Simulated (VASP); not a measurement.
# C35N (a cell with a defect) in VASP: electric field gradients with PBE

Aim: the electric field gradients of C35N (a cell with a defect) with PBE.

Everything below comes from runs of VASP 6.6.1. Logs are shortened: lines on timing, memory, paths and dates and some standing lists are left out, and cuts for length are marked.

## Step 1: The cell of the first run

The cell holds a defect, 36 atoms: a = 7.410 Å, b = 7.410 Å, c = 6.790 Å, α = 90.00°, β = 90.00°, γ = 120.00°.

## Step 2: Electric field gradients, PBE

File INCAR:

```
SYSTEM = C35N
  PREC = Accurate
  ENCUT = 520
  EDIFF = 1E-8
  ISMEAR = -1
  SIGMA = 0.01
  LREAL = Auto
  LASPH = .TRUE.
  NELM = 80
  ALGO = Normal
  ISIF = 2
  LWAVE = .FALSE.
  LCHARG = .FALSE.
  GGA = PE
  LEFG = .TRUE.
  NELECT = 144.0
  NBANDS = 96
```

File KPOINTS:

```
regular mesh
0
G
  3 3 3
  0 0 0
```

File POSCAR:

```
C35N
1.0
    7.4100000000      0.0000000000      0.0000000000
   -3.7050000000      6.4172482419      0.0000000000
    0.0000000000      0.0000000000      6.7900000000
C N
35 1
Direct
    0.0000000000      0.0000000000      0.0000000000
    0.0000000000      0.3333333333      0.0000000000
    0.0000000000      0.6666666667      0.0000000000
    0.3333333333      0.0000000000      0.0000000000
    0.3333333333      0.3333333333      0.0000000000
    0.3333333333      0.6666666667      0.0000000000
    0.6666666667      0.0000000000      0.0000000000
    0.6666666667      0.3333333333      0.0000000000
    0.6666666667      0.6666666667      0.0000000000
    0.0000000000      0.0000000000      0.5000000000
    0.0000000000      0.3333333333      0.5000000000
    0.0000000000      0.6666666667      0.5000000000
    0.3333333333      0.0000000000      0.5000000000
    0.3333333333      0.3333333333      0.5000000000
    0.3333333333      0.6666666667      0.5000000000
    0.6666666667      0.0000000000      0.5000000000
    0.6666666667      0.3333333333      0.5000000000
    0.6666666667      0.6666666667      0.5000000000
    0.1111111111      0.5555555556      0.0050000000
    0.1111111111      0.8888888889      0.0050000000
    0.4444444444      0.2222222222      0.0050000000
    0.4444444444      0.5555555556      0.0050000000
    0.4444444444      0.8888888889      0.0050000000
    0.7777777778      0.2222222222      0.0050000000
    0.7777777778      0.5555555556      0.0050000000
    0.7777777778      0.8888888889      0.0050000000
    0.2222222222      0.1111111111      0.5050000000
    0.2222222222      0.4444444444      0.5050000000
    0.2222222222      0.7777777778      0.5050000000
    0.5555555556      0.1111111111      0.5050000000
    0.5555555556      0.4444444444      0.5050000000
    0.5555555556      0.7777777778      0.5050000000
    0.8888888889      0.1111111111      0.5050000000
    0.8888888889      0.4444444444      0.5050000000
    0.8888888889      0.7777777778      0.5050000000
    0.1111111111      0.2222222222      0.0050000000
```

Potentials or basis: VASP PAW PBE potentials, release 64 (C, N).

On the command line:

```console
$ cat potpaw_PBE.64/C/POTCAR potpaw_PBE.64/N/POTCAR > POTCAR
$ mpirun -np 1 vasp_std > vasp.out
```

OUTCAR:

```text
SYSTEM = C35N
   PREC = Accurate
   ENCUT = 520
   EDIFF = 1E-8
   ISMEAR = -1
   LREAL = Auto
   LASPH = .TRUE.
   NELM = 80
   ISIF = 2
   GGA = PE
   NELECT = 144.0

 ion  position               nearest neighbor table
   1  0.000  0.000  0.000-  36 1.43  26 1.43  20 1.43
   2  0.000  0.333  0.000-  36 1.43  24 1.43  19 1.43
   3  0.000  0.667  0.000-  20 1.43  19 1.43  25 1.43
   4  0.333  0.000  0.000-  21 1.43  20 1.43  23 1.43
   5  0.333  0.333  0.000-  21 1.43  36 1.43  22 1.43
   6  0.333  0.667  0.000-  23 1.43  19 1.43  22 1.43
[... 28 lines left out ...]
  35  0.889  0.778  0.505-  10 1.43  12 1.43  18 1.43
  36  0.111  0.222  0.005-   1 1.43   2 1.43   5 1.43

  LATTYP: Found a hexagonal cell.
 ALAT       =     7.4100000000
 C/A-ratio  =     0.9163292848

  Lattice vectors:

 A1 = (   7.4100000000,   0.0000000000,   0.0000000000)
 A2 = (  -3.7050000000,   6.4172482419,   0.0000000000)
 A3 = (   0.0000000000,   0.0000000000,   6.7900000000)

Analysis of symmetry for initial positions (statically):
=====================================================================
 Subroutine PRICEL returns:
 Original cell was already a primitive cell.

 Routine SETGRP: Setting up the symmetry group for a
 hexagonal supercell.

 Subroutine GETGRP returns: Found  6 space group operations
 (whereof  2 operations were pure point group operations)
 out of a pool of 24 trial point group operations.

The static configuration has the point symmetry C_1h.
 The point group associated with its full space group is C_3v.

Analysis of symmetry for dynamics (positions and initial velocities):
=====================================================================
 Subroutine PRICEL returns:
 Original cell was already a primitive cell.

 Routine SETGRP: Setting up the symmetry group for a
 hexagonal supercell.

 Subroutine GETGRP returns: Found  6 space group operations
 (whereof  2 operations were pure point group operations)
 out of a pool of 24 trial point group operations.

The dynamic configuration has the point symmetry C_1h.
 The point group associated with its full space group is C_3v.
[... 811 lines left out ...]
     84       8.6625      0.00000
 [bands above 84 left out]

------------------------ aborting loop because EDIFF is reached ----------------------------------------

  FORCE on cell =-STRESS in cart. coord.  units (eV):
  Direction    XX          YY          ZZ          XY          YZ          ZX
  --------------------------------------------------------------------------------------
  -------------------------------------------------------------------------------------
  Total      -16.3574505    -16.3574505     -3.9498866      0.0000000      0.0000000      0.0000000
  in kB      -81.1688467    -81.1688467    -19.6001046      0.0000000      0.0000000      0.0000000
  external PRESSURE =     -60.6459327 kB  Pullay stress =       0.0000000 kB

 VOLUME and BASIS-vectors are now :
 -----------------------------------------------------------------------------
  energy-cutoff  :      520.00
  volume of cell :      322.88
      direct lattice vectors                 reciprocal lattice vectors
     7.410000000  0.000000000  0.000000000     0.134952767  0.077915016  0.000000000
    -3.705000000  6.417248242  0.000000000     0.000000000  0.155830032  0.000000000
     0.000000000  0.000000000  6.790000000     0.000000000  0.000000000  0.147275405

 POSITION                                       TOTAL-FORCE (eV/Angst)
 -----------------------------------------------------------------------------------
      0.00000      0.00000      0.00000         0.000000      0.438300      0.525352
     -1.23500      2.13908      0.00000         0.379579     -0.219150      0.525352
     -2.47000      4.27817      0.00000        -0.327176     -0.188895      0.547672
      2.47000      0.00000      0.00000         0.032606     -0.018825      0.559421
      1.23500      2.13908      0.00000        -0.379579     -0.219150      0.525352
     -0.00000      4.27817      0.00000         0.000000      0.037650      0.559421
[... 28 lines left out ...]
      3.70500      4.99119      3.42895         0.000000     -0.019842     -0.570893
      0.00000      1.42606      0.03395         0.000000      0.000000     -0.495551
 -----------------------------------------------------------------------------------
    total drift:                               -0.000003     -0.000013      0.033998

  FREE ENERGIE OF THE ION-ELECTRON SYSTEM (eV)
  ---------------------------------------------------
  free  energy   TOTEN  =      -334.6195843879 eV

  energy  without entropy=     -334.6195843171  energy(sigma->0) =     -334.61958435

 Electric field gradients (V/A^2)
---------------------------------------------------------------------
 ion       V_xx      V_yy      V_zz      V_xy      V_xz      V_yz
---------------------------------------------------------------------
   1     -32.849    16.162    16.687    -0.001     0.000     0.638
   2       3.910   -20.596    16.687   -21.224     0.552    -0.319
   3     -15.588   -13.990    29.578    -1.386    -0.008    -0.004
   4     -17.840   -17.336    35.176     0.438    -0.054     0.031
   5       3.910   -20.596    16.686    21.223    -0.552    -0.319
   6     -17.082   -18.094    35.176    -0.000     0.000    -0.062
[... 28 lines left out ...]
  35     -16.736   -16.564    33.300    -0.000    -0.000    -0.005
  36      21.751    21.749   -43.500    -0.000     0.000    -0.000
---------------------------------------------------------------------

 Electric field gradients after diagonalization (V/A^2)
 (convention: |V_zz| > |V_xx| > |V_yy|)
----------------------------------------------------------------------
 ion       V_xx      V_yy      V_zz     asymmetry (V_yy - V_xx)/ V_zz
----------------------------------------------------------------------
   1      17.114    15.735   -32.849       0.042
   2      17.114    15.736   -32.850       0.042
   3     -16.388   -13.189    29.578       0.108
   4     -18.093   -17.083    35.176       0.029
   5      17.114    15.735   -32.849       0.042
   6     -18.094   -17.082    35.176       0.029
[... 28 lines left out ...]
  35     -16.736   -16.564    33.300       0.005
  36      21.751    21.749   -43.500       0.000
----------------------------------------------------------------------

           NMR quadrupolar parameters

 Cq : quadrupolar parameter    Cq=e*Q*V_zz/h
 eta: asymmetry parameters     (V_yy - V_xx)/ V_zz
 Q  : nuclear electric quadrupole moment in mb (millibarn)
----------------------------------------------------------------------
 ion       Cq(MHz)       eta       Q (mb)
----------------------------------------------------------------------
   1      -0.079       0.042       1.000
   2      -0.079       0.042       1.000
   3       0.072       0.108       1.000
   4       0.085       0.029       1.000
   5      -0.079       0.042       1.000
   6       0.085       0.029       1.000
[... 28 lines left out ...]
  35       0.081       0.005       1.000
  36      -0.105       0.000       1.000
----------------------------------------------------------------------
```

OSZICAR:

```text
N       E                     dE             d eps       ncg     rms          rms(c)
DAV:   1     0.608187931476E+03    0.60819E+03   -0.73483E+04  1344   0.140E+03
DAV:   2    -0.296296966862E+03   -0.90448E+03   -0.85547E+03  1680   0.297E+02
DAV:   3    -0.352541070282E+03   -0.56244E+02   -0.55529E+02  1600   0.739E+01
DAV:   4    -0.353726249272E+03   -0.11852E+01   -0.11809E+01  1680   0.115E+01
DAV:   5    -0.353770331894E+03   -0.44083E-01   -0.44046E-01  1704   0.206E+00    0.263E+01
DAV:   6    -0.339207168120E+03    0.14563E+02   -0.14604E+01  1528   0.117E+01    0.154E+01
DAV:   7    -0.334557639695E+03    0.46495E+01   -0.17128E+01  1520   0.110E+01    0.458E+00
DAV:   8    -0.334605921119E+03   -0.48281E-01   -0.35624E-01  1664   0.192E+00    0.194E+00
DAV:   9    -0.334618364970E+03   -0.12444E-01   -0.47141E-02  1600   0.708E-01    0.236E-01
DAV:  10    -0.334618805666E+03   -0.44070E-03   -0.35334E-03  1616   0.227E-01    0.998E-02
DAV:  11    -0.334619358172E+03   -0.55251E-03   -0.96514E-04  1528   0.106E-01    0.548E-02
DAV:  12    -0.334619553269E+03   -0.19510E-03   -0.16227E-04  1480   0.436E-02    0.162E-02
DAV:  13    -0.334619582721E+03   -0.29452E-04   -0.32670E-05  1576   0.203E-02    0.489E-03
DAV:  14    -0.334619584501E+03   -0.17808E-05   -0.26717E-06  1584   0.513E-03    0.205E-03
DAV:  15    -0.334619584479E+03    0.22079E-07   -0.35273E-07  1568   0.225E-03    0.780E-04
DAV:  16    -0.334619584387E+03    0.92265E-07   -0.68269E-08  1568   0.932E-04    0.318E-04
DAV:  17    -0.334619584388E+03   -0.93132E-09   -0.83967E-09   976   0.341E-04
   1 F= -.33461958E+03 E0= -.33461958E+03  d E =-.707677E-07
```

It took 5.7 min on 1 thread of Intel Xeon Platinum 8259CL at 2.50GHz (Skylake/Cascade Lake), shared host; peak memory 0.44 GiB.

Results:

* Free energy: -334.6196 eV
* Largest force: 0.723 eV/Å
* Largest electric field gradient by atom: C -32.8, -32.9, +29.6, +35.2, +32.9, +33.1, +33.0, +25.1, +27.4, +30.7, +33.5, +33.3 (each value once); N -43.5 V/Å²

Forces on the atoms (eV/Å):
```
C    0.000  0.438  0.525
C    0.380 -0.219  0.525
C   -0.327 -0.189  0.548
C    0.033 -0.019  0.559
C   -0.380 -0.219  0.525
C    0.000  0.038  0.559
C   -0.033 -0.019  0.559
C    0.000  0.378  0.548
C    0.327 -0.189  0.548
C    0.000 -0.008  0.573
C   -0.007  0.004  0.573
C    0.000  0.000  0.573
C    0.009 -0.005  0.573
C    0.007  0.004  0.573
C    0.000  0.010  0.573
C   -0.009 -0.005  0.573
C    0.000  0.000  0.573
C    0.000  0.000  0.573
C    0.435 -0.186 -0.547
C    0.056  0.470 -0.547
C   -0.379 -0.283 -0.547
C   -0.435 -0.186 -0.547
C    0.000  0.000 -0.563
C    0.379 -0.283 -0.547
C    0.000  0.000 -0.568
C   -0.056  0.470 -0.547
C    0.014 -0.008 -0.574
C    0.000  0.016 -0.574
C   -0.001  0.000 -0.571
C    0.000  0.001 -0.571
C    0.017  0.010 -0.571
C    0.001  0.000 -0.571
C   -0.014 -0.008 -0.574
C   -0.017  0.010 -0.571
C    0.000 -0.020 -0.571
N    0.000  0.000 -0.496
```

Levels at points of the mesh, in eV from the Fermi level:
```
           k point  band 70  band 71  band 72  band 73  band 74  band 75
(0.00, 0.00, 0.00)    -0.67    -0.67    -0.15     0.14     0.14     0.63
```

Electric field gradients, principal values (V/Å²):
```csv
atom,least,middle,greatest (by size)
1 C,15.735,17.114,-32.849
2 C,15.736,17.114,-32.850
3 C,-13.189,-16.388,29.578
4 C,-17.083,-18.093,35.176
5 C,15.735,17.114,-32.849
6 C,-17.082,-18.094,35.176
7 C,-17.082,-18.094,35.176
8 C,-13.190,-16.387,29.577
9 C,-13.190,-16.387,29.577
10 C,-16.379,-16.517,32.896
11 C,-16.380,-16.515,32.895
12 C,-16.558,-16.563,33.121
13 C,-16.424,-16.556,32.981
14 C,-16.379,-16.516,32.895
15 C,-16.425,-16.555,32.980
16 C,-16.425,-16.556,32.981
17 C,-16.559,-16.562,33.121
18 C,-16.559,-16.562,33.121
19 C,-9.075,-16.006,25.081
20 C,-9.075,-16.006,25.081
21 C,-9.074,-16.008,25.082
22 C,-9.075,-16.006,25.082
23 C,-13.675,-13.676,27.351
24 C,-9.076,-16.006,25.082
25 C,-15.336,-15.339,30.675
26 C,-9.075,-16.006,25.081
27 C,-16.468,-16.589,33.056
28 C,-16.467,-16.590,33.057
29 C,-16.701,-16.755,33.456
30 C,-16.702,-16.754,33.456
31 C,-16.564,-16.736,33.300
32 C,-16.703,-16.753,33.456
33 C,-16.467,-16.589,33.056
34 C,-16.563,-16.737,33.300
35 C,-16.564,-16.736,33.300
36 N,21.749,21.751,-43.500
```

Caveat: the cell carries a net charge on a neutralising background, which shifts energy and pressure; the cell is charged against a uniform background, so pressure and absolute levels hang on convention; without QUAD_EFG the Cq values of the log hold for a quadrupole moment of 1 mb, not for the nuclei.
